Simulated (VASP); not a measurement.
Here is a VASP 6.6.1 calculation.

POSCAR

```
CsCl
1.0
    4.2211656600      0.0000000000      0.0000000000
    0.0000000000      4.2211656600      0.0000000000
    0.0000000000      0.0000000000      4.2211656600
Cs Cl
1 1
Direct
    0.0000000000      0.0000000000      0.0000000000
    0.5000000000      0.5000000000      0.5000000000
```

File INCAR.step1:

```
ALGO = Normal ; EDIFF = 1E-5
EDIFFG = -0.01 ; ENCUT = 500
GGA = PE ; GGA_COMPAT = False
IBRION = 2 ; ISMEAR = -1
LASPH = True ; LCHARG = False
LREAL = False ; LWAVE = True
NELM = 120 ; NELMIN = 4
NSW = 100 ; PREC = Accurate
SIGMA = 0.02
```

The input INCAR.step2:

```
ALGO = Normal ; EDIFF = 1E-7
EDIFFG = -0.01 ; ENCUT = 500
GGA_COMPAT = False ; IBRION = 2
ISIF = 2 ; ISMEAR = -1
ISTART = 1 ; LASPH = True
LCHARG = False ; LMIXTAU = True
LREAL = False ; LWAVE = False
METAGGA = R2SCAN ; NELM = 120
NELMIN = 4 ; NSW = 50
PREC = Accurate ; SIGMA = 0.02
```

The input KPOINTS:

```
k-points
0
Gamma
  8 8 8
```

Potentials or basis: VASP PAW PBE potentials, release 64 (Cs_sv, Cl).

Command:

```sh
$ cat potpaw_PBE.64/Cs_sv/POTCAR potpaw_PBE.64/Cl/POTCAR > POTCAR
$ cp INCAR.step1 INCAR
$ mpirun -np 1 vasp_std > vasp.out
$ cp INCAR.step2 INCAR
$ mpirun -np 1 vasp_std > vasp.out
```

(1) Predict the band gap on the k mesh.

## Answers

(1) 5.72 eV.

Caveat: the relaxation stopped at its first step, so nothing moved; spin-orbit coupling is left out, which moves the levels of the heavy elements.
